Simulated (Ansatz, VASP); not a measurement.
Yb3InC: VASP beside Ansatz

```
Yb In C
1.0
     5.06325    0.00000    0.00000
     0.00000    5.06325    0.00000
     0.00000    0.00000    5.06325
Yb In C
3 1 1
Direct
  0.50000 0.00000 0.50000
  0.00000 0.50000 0.50000
  0.50000 0.50000 0.00000
  0.00000 0.00000 0.00000
  0.50000 0.50000 0.50000
```

Alike in both runs: task single point; functional PBE; k mesh 6 × 6 × 6; no spin polarisation.

```csv
,VASP,Ansatz
version,VASP 6.6.1,Ansatz 0.2.0
potentials or method,"VASP PAW PBE potentials, release 64 (Yb, In_d, C)","plane waves, PAW"
plane-wave cutoff (eV),600,420
occupations,"fermi-dirac, width 0.1 eV",fermi-dirac
valence electrons in the cell,89,89
```

```csv
,VASP,Ansatz,Ansatz less VASP
pressure (GPa),-3.6,-3.7,-0.07
```

Neither program's run includes spin-orbit coupling.
